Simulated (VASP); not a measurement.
Wanted: the native input for a VASP 6.6.1 run.

| Property | Result |
| --- | --- |
| Task | single point |
| Functional | PBEsol |
| Dispersion | D3(BJ) |
| Potentials or basis | VASP PAW PBE potentials, release 64 (Rh_pv) |
| Cutoff | 520 eV |
| k mesh | 13 × 13 × 7 |
| Occupations | methfessel-paxton, width 0.25 eV |
| Spin | no spin polarisation |
| Dipole correction | no |
| Further INCAR settings | ALGO = Normal; EDIFF = 1e-07; NBANDS = 22 |

The structure of Rh lies in POSCAR:

```
Rh
1.0
    2.7309790000      0.0000000000      0.0000000000
   -1.3654900000      2.3650970000      0.0000000000
    0.0000000000      0.0000000000      4.4284890000
Rh
2
Direct
    0.6666666667      0.3333333333      0.7500000000
    0.3333333333      0.6666666667      0.2500000000
```

This isn't the form of Rh at room conditions, which is fcc.

The input as run:

INCAR

```
ALGO = Normal ; EDIFF = 1E-7
ENCUT = 520 ; GGA = PS
ISIF = 2 ; ISMEAR = 1
IVDW = 12 ; LASPH = True
LCHARG = False ; LREAL = False
LWAVE = False ; NBANDS = 22
NELM = 60 ; PREC = Accurate
SIGMA = 0.25
```

KPOINTS

```
k-points
0
Gamma
  13 13 7
```

Potentials or basis: VASP PAW PBE potentials, release 64 (Rh_pv).

Launch:

```sh
$ cat potpaw_PBE.64/Rh_pv/POTCAR > POTCAR
$ mpirun -np 1 vasp_std > vasp.out
```

It gave:

The pressure is -20.4 GPa. The band gap on the k mesh is zero (bands 15 and 16 overlap by 2.20 eV) and the dispersion energy per atom is -0.584 eV.

Caveat: the cell stands under tension; the PAW data sets were made with another functional, which shifts forces and pressure a little.

Run time: 59 s on 1 thread of AMD EPYC 7R43 64-Core Processor (Zen 3) (shared host), peak memory 0.14 GiB.
